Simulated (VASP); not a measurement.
A run of VASP 6.6.1 is set up as follows.

The input POSCAR:

```
Ir
1.0
    0.0000000000      1.9222427977      1.9222427977
    1.9222427977      0.0000000000      1.9222427977
    1.9222427977      1.9222427977      0.0000000000
Ir
1
Direct
    0.0000000000      0.0000000000      0.0000000000
```

Contents of INCAR.step1:

```
ALGO     = Normal         # electronic algorithm
EDIFF    = 1E-4           # SCF threshold, eV
ENCUT    = 520            # plane-wave cutoff, eV
GGA      = PE             # functional
ISMEAR   = 0              # smearing method
LASPH    = T              # aspherical terms in the spheres
LCHARG   = F              # write CHGCAR
LREAL    = F              # projectors in reciprocal space
LWAVE    = T              # write WAVECAR
NBANDS   = 10             # bands
NELM     = 60             # most SCF steps
PREC     = Accurate       # precision mode
SIGMA    = 0.1            # smearing width, eV
```

File INCAR.step2:

```
ALGO     = Normal         # electronic algorithm
EDIFF    = 1E-6           # SCF threshold, eV
ENCUT    = 520            # plane-wave cutoff, eV
ISIF     = 2              # what is computed and relaxed
ISMEAR   = 0              # smearing method
ISTART   = 1            
LASPH    = T              # aspherical terms in the spheres
LCHARG   = F              # write CHGCAR
LMIXTAU  = T            
LREAL    = F              # projectors in reciprocal space
LWAVE    = F              # write WAVECAR
METAGGA  = R2SCAN         # meta-GGA
NBANDS   = 10             # bands
NELM     = 60             # most SCF steps
PREC     = Accurate       # precision mode
SIGMA    = 0.1            # smearing width, eV
```

Contents of KPOINTS:

```
k-points
0
Gamma
  18 18 18
```

Potentials or basis: VASP PAW PBE potentials, release 64 (Ir).

Launch:

```console
$ cat potpaw_PBE.64/Ir/POTCAR > POTCAR
$ cp INCAR.step1 INCAR
$ mpirun -np 1 vasp_std > vasp.out
$ cp INCAR.step2 INCAR
$ mpirun -np 1 vasp_std > vasp.out
```

(1) Predict the pressure.

Results:

(1) 2.4 GPa.

Caveat: the PAW data sets were made with another functional, which shifts forces and pressure a little.
